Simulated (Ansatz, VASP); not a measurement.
# ScIn3SbP in VASP and in Ansatz

```
Sc In Sb P
1.0
     3.99054    0.00000    0.00000
     0.00000    3.99054    0.00000
     0.00000    0.00000   11.63943
Sc In Sb P
1 3 1 1
Direct
  0.00000 0.00000 0.50000
  0.00000 0.00000 0.74884
  0.00000 0.00000 0.25116
  0.50000 0.50000 0.50000
  0.00000 0.00000 0.00000
  0.50000 0.50000 0.00000
```

Alike in both runs: functional PBE; k mesh 10 × 10 × 4; occupations gaussian, width 0.1 eV; no spin polarisation.

Ansatz relaxed the structure, and its values are those at the end. VASP's run is a single point on that final structure, the one shown.

|  | VASP | Ansatz |
| --- | --- | --- |
| version | VASP 6.6.1 | Ansatz 0.2.0 |
| potentials or method | VASP PAW PBE potentials, release 64 (Sc_sv, In_d, Sb, P), cutoff 520 eV | scalar-relativistic, plane waves, PAW |
| valence electrons in the cell | 60 | 70 |

|  | VASP | Ansatz | Ansatz less VASP |
| --- | --- | --- | --- |
| gap on the k mesh at the Fermi level (eV) | none | none | - |
| pressure (GPa) | 0.0 | 0.0 | +0.02 |

A gap of «none» marks a metal or a gap that the smearing closes. VASP's potentials hold 60 valence electrons a cell and Ansatz's 70, so a difference there can come from the potentials and not from the codes.

Spin-orbit coupling is off throughout.
